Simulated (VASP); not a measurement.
# C (P6_3/mmc) in VASP: further runs, part 2 of 2

VASP 6.6.1.

**3. Single point, r2SCAN**

POSCAR reads:

```
C
1.0
    2.5138686042      0.0000000000      0.0000000000
   -1.2569343021      2.1770740730      0.0000000000
    0.0000000000      0.0000000000     16.5031838100
C
16
Direct
    0.0000000000      0.0000000000      0.9532899300
    0.6666666700      0.3333333300      0.2974096400
    0.3333333300      0.6666666700      0.7974096400
    0.6666666700      0.3333333300      0.2025903600
    0.3333333300      0.6666666700      0.0778874800
    0.3333333300      0.6666666700      0.3287820000
    0.3333333300      0.6666666700      0.4221125200
    0.6666666700      0.3333333300      0.6712180000
    0.3333333300      0.6666666700      0.7025903600
    0.0000000000      0.0000000000      0.4532899300
    0.0000000000      0.0000000000      0.0467100700
    0.3333333300      0.6666666700      0.1712180000
    0.6666666700      0.3333333300      0.8287820000
    0.0000000000      0.0000000000      0.5467100700
    0.6666666700      0.3333333300      0.5778874800
    0.6666666700      0.3333333300      0.9221125200
```

INCAR.step1 reads:

```
SYSTEM = C
PREC = Accurate ; ENCUT = 520
ISMEAR = 0 ; SIGMA = 0.1
LREAL = Auto ; LASPH = .TRUE.
NELM = 100 ; NBANDS = 46
GGA = PE ; ALGO = Normal
EDIFF = 1E-4 ; LWAVE = .TRUE.
LCHARG = .FALSE.
```

INCAR.step2 reads:

```
SYSTEM = C
PREC = Accurate ; ENCUT = 520
EDIFF = 1E-7 ; ISMEAR = 0
SIGMA = 0.1 ; LREAL = Auto
LASPH = .TRUE. ; NELM = 100
ALGO = Normal ; ISIF = 2
LWAVE = .FALSE. ; LCHARG = .FALSE.
METAGGA = R2SCAN ; LMIXTAU = .TRUE.
NBANDS = 46 ; ISTART = 1
```

KPOINTS reads:

```
regular mesh
0
G
  9 9 1
  0 0 0
```

Potentials or basis: VASP PAW PBE potentials, release 64 (C).

Command:

```bash
$ cat potpaw_PBE.64/C/POTCAR > POTCAR
$ cp INCAR.step1 INCAR
$ mpirun -np 1 vasp_std > vasp.out
$ cp INCAR.step2 INCAR
$ mpirun -np 1 vasp_std > vasp.out
```

OUTCAR:

```text
SYSTEM = C
   PREC = Accurate
   ENCUT = 520
   EDIFF = 1E-7
   ISMEAR = 0
   LREAL = Auto
   LASPH = .TRUE.
   NELM = 100
   ISIF = 2
   METAGGA = R2SCAN
   ISTART = 1

 ion  position               nearest neighbor table
   1  0.000  0.000  0.953-  16 1.54  16 1.54  16 1.54  11 1.54
   2  0.667  0.333  0.297-   6 1.54   6 1.54   6 1.54   4 1.56
   3  0.333  0.667  0.797-  13 1.54  13 1.54  13 1.54   9 1.56
   4  0.667  0.333  0.203-  12 1.54  12 1.54  12 1.54   2 1.56
   5  0.333  0.667  0.078-  11 1.54  11 1.54  11 1.54  12 1.54
   6  0.333  0.667  0.329-   7 1.54   2 1.54   2 1.54   2 1.54
[... 8 lines left out ...]
  15  0.667  0.333  0.578-  14 1.54  14 1.54  14 1.54   8 1.54
  16  0.667  0.333  0.922-   1 1.54   1 1.54   1 1.54  13 1.54

  LATTYP: Found a hexagonal cell.
 ALAT       =     2.5138686042
 C/A-ratio  =     6.5648553717

  Lattice vectors:

 A1 = (   2.5138686042,   0.0000000000,   0.0000000000)
 A2 = (  -1.2569343021,   2.1770740730,   0.0000000000)
 A3 = (   0.0000000000,   0.0000000000,  16.5031838100)

Analysis of symmetry for initial positions (statically):
=====================================================================
 Subroutine PRICEL returns:
 Original cell was already a primitive cell.

 Routine SETGRP: Setting up the symmetry group for a
 hexagonal supercell.

 Subroutine GETGRP returns: Found 24 space group operations
 (whereof 12 operations were pure point group operations)
 out of a pool of 24 trial point group operations.

The static configuration has the point symmetry D_3d.
 The point group associated with its full space group is D_6h.

Analysis of symmetry for dynamics (positions and initial velocities):
=====================================================================
 Subroutine PRICEL returns:
 Original cell was already a primitive cell.

 Routine SETGRP: Setting up the symmetry group for a
 hexagonal supercell.
[... 144 lines left out ...]
  Thomas-Fermi vector in A             =   2.576068
   LORBIT       =      0    0 simple, 1 ext, 2 COOP (PROOUT), +10 PAW based schemes
   METAGGA = R2SCAN    functional components
   LHFCALC =     F    Hartree Fock is set to
   AEXX    =    0.0000 exact exchange contribution
   IVDW    =     0    specifies the selected vdW correction
   LEPSILON=     F    determine dielectric tensor
   LRPA    =     F    only Hartree local field effects (RPA)
 non-spin polarized calculation
 Gauss-broadening in eV      SIGMA  =   0.10
  energy-cutoff  :      520.00
  volume of cell :       90.32
 maximum number of plane-waves:      2448
 NGX is ok and might be reduce to    20
   NGX =  9   NGY =  9   NGZ = 61

 number of electron      64.0000000 magnetization

 Free energy of the ion-electron system (eV)
  ---------------------------------------------------
  ext. energy  EPLUGINS =         0.00000000
  ---------------------------------------------------
  free energy    TOTEN  =      -157.18191999 eV

  energy without entropy =     -157.18191999  energy(sigma->0) =     -157.18191999

 E-fermi :  10.3917     XC(G=0): -14.2828

 val. band max:        9.8549627181   @ k =   0.0000   0.0000   0.0000
 cond. band min:      14.4712606501   @ k =   0.3333   0.0000   0.0000
 fundamental gap:      4.6162979320
 Fermi energy:        10.3916974491

 k-point     1 :       0.0000    0.0000    0.0000
  band No.  band energies     occupation
      1     -12.9874      2.00000
      2     -12.5679      2.00000
      3     -12.5052      2.00000
      4     -11.2296      2.00000
      5     -11.1713      2.00000
      6      -9.0828      2.00000
[... 553 lines left out ...]
     43      20.8166      0.00000
     44      21.5898      0.00000
 [bands above 44 left out]

------------------------ aborting loop because EDIFF is reached ----------------------------------------

  FORCE on cell =-STRESS in cart. coord.  units (eV):
  Direction    XX          YY          ZZ          XY          YZ          ZX
  --------------------------------------------------------------------------------------
  -------------------------------------------------------------------------------------
  Total        0.6128253      0.6128253      0.6188516      0.0000000     -0.0000000      0.0000000
  in kB       10.8708564     10.8708564     10.9777568      0.0000000     -0.0000000      0.0000000
  external PRESSURE =      10.9064898 kB  Pullay stress =       0.0000000 kB

 VOLUME and BASIS-vectors are now :
 -----------------------------------------------------------------------------
  energy-cutoff  :      520.00
  volume of cell :       90.32
      direct lattice vectors                 reciprocal lattice vectors
     2.513868604  0.000000000  0.000000000     0.397793265  0.229666049  0.000000000
    -1.256934302  2.177074073  0.000000000     0.000000000  0.459332097  0.000000000
     0.000000000  0.000000000 16.503183810     0.000000000  0.000000000  0.060594368

 POSITION                                       TOTAL-FORCE (eV/Angst)
 -----------------------------------------------------------------------------------
      0.00000      0.00000     15.73232         0.000000     -0.000000      0.013856
      1.25693      0.72569      4.90821        -0.000000      0.000000      0.011319
     -0.00000      1.45138     13.15980         0.000000     -0.000000      0.011319
      1.25693      0.72569      3.34339        -0.000000      0.000000     -0.011319
     -0.00000      1.45138      1.28539        -0.000000      0.000000     -0.008781
     -0.00000      1.45138      5.42595         0.000000     -0.000000      0.001505
[... 8 lines left out ...]
      1.25693      0.72569      9.53698         0.000000     -0.000000     -0.008781
      1.25693      0.72569     15.21779         0.000000     -0.000000      0.008781
 -----------------------------------------------------------------------------------
    total drift:                                0.000000     -0.000000      0.000000

  FREE ENERGIE OF THE ION-ELECTRON SYSTEM (eV)
  ---------------------------------------------------
  free  energy   TOTEN  =      -157.1819199852 eV

  energy  without entropy=     -157.1819199852  energy(sigma->0) =     -157.18191999
```

OSZICAR.step1:

```text
N       E                     dE             d eps       ncg     rms          rms(c)
DAV:   1     0.180229995616E+03    0.18023E+03   -0.34104E+04  1104   0.137E+03
DAV:   2    -0.137581386612E+03   -0.31781E+03   -0.30168E+03  1416   0.263E+02
DAV:   3    -0.150398999342E+03   -0.12818E+02   -0.12726E+02  1434   0.497E+01
DAV:   4    -0.150590074971E+03   -0.19108E+00   -0.19048E+00  1440   0.621E+00
DAV:   5    -0.150594811222E+03   -0.47363E-02   -0.47316E-02  1416   0.908E-01    0.158E+01
DAV:   6    -0.146700952526E+03    0.38939E+01   -0.26245E+00  1296   0.682E+00    0.943E+00
DAV:   7    -0.145402292979E+03    0.12987E+01   -0.33522E+00  1276   0.792E+00    0.196E+00
DAV:   8    -0.145404366938E+03   -0.20740E-02   -0.96069E-02  1386   0.130E+00    0.109E-01
DAV:   9    -0.145404698005E+03   -0.33107E-03   -0.15798E-03  1442   0.198E-01    0.428E-02
DAV:  10    -0.145404788732E+03   -0.90727E-04   -0.89087E-05   972   0.503E-02
   1 F= -.14540479E+03 E0= -.14540479E+03  d E =-.156041E-11
```

Run time: 2.4 min. Hardware: 1 thread of Intel Xeon 6975P-C (Granite Rapids), shared host; peak memory 0.22 GiB.

Results:

```
Free energy            : -157.1819 eV
Pressure               : 1.1 GPa
Largest force          : 0.014 eV/Å
Band gap on the k mesh : 4.62 eV (least direct gap 5.68 eV)
```

Forces in eV/Å, atoms in the order of the input:
```
C    0.000  0.000  0.014
C    0.000  0.000  0.011
C    0.000  0.000  0.011
C    0.000  0.000 -0.011
C    0.000  0.000 -0.009
C    0.000  0.000  0.002
C    0.000  0.000  0.009
C    0.000  0.000 -0.002
C    0.000  0.000 -0.011
C    0.000  0.000  0.014
C    0.000  0.000 -0.014
C    0.000  0.000 -0.002
C    0.000  0.000  0.002
C    0.000  0.000 -0.014
C    0.000  0.000 -0.009
C    0.000  0.000  0.009
```

Caveat: the PAW data sets were made with another functional, which shifts forces and pressure a little; an odd mesh through Γ misses points on the zone boundary, where band edges can lie.
